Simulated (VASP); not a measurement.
Wanted: the native input for a VASP 6.6.1 run.

```
Task                   : single point
Functional             : LDA
Potentials or basis    : VASP PAW LDA potentials, release 64 (C)
Cutoff                 : 520 eV
k mesh                 : 12 × 12 × 12
Occupations            : gaussian, width 0.05 eV
Spin                   : no spin polarisation
Dipole correction      : no
Further INCAR settings : ALGO = Normal; EDIFF = 1e-07; NBANDS = 11
```

The structure of C lies in POSCAR:

```
C
1.0
    1.2587270051      0.7267263753      3.4306861104
   -1.2587270051      0.7267263753      3.4306861104
    0.0000000000     -1.4534527505      3.4306861104
C
2
Direct
    0.1640000000      0.1640000000      0.1640000000
    0.8360000000      0.8360000000      0.8360000000
```

This cell differs from its parent crystal: strain +0.025 along x and y, +0.025 along z.

One way to write it, as run:

INCAR

```
ALGO = Normal
EDIFF = 1E-7
ENCUT = 520
ISIF = 2
ISMEAR = 0
LASPH = T
LCHARG = F
LREAL = F
LWAVE = F
NBANDS = 11
NELM = 80
PREC = Accurate
SIGMA = 0.05
```

KPOINTS

```
k-points
0
Gamma
  12 12 12
```

Potentials or basis: VASP PAW LDA potentials, release 64 (C).

The run is started by

```sh
$ cat potpaw_LDA.64/C/POTCAR > POTCAR
$ mpirun -np 1 vasp_std > vasp.out
```

It gave:

```yaml
Pressure: -21.4 GPa
Largest_force: 0.921 eV/Å
Band_gap_on_the_k_mesh: 0.69 eV, direct
```

Caveat: the cell differs from its parent crystal (strain +0.025 along x and y, +0.025 along z).

Run time: 29 s on 1 thread of AMD EPYC 9R45 96-Core Processor (Zen 5), on a shared host, peak memory 0.12 GiB.
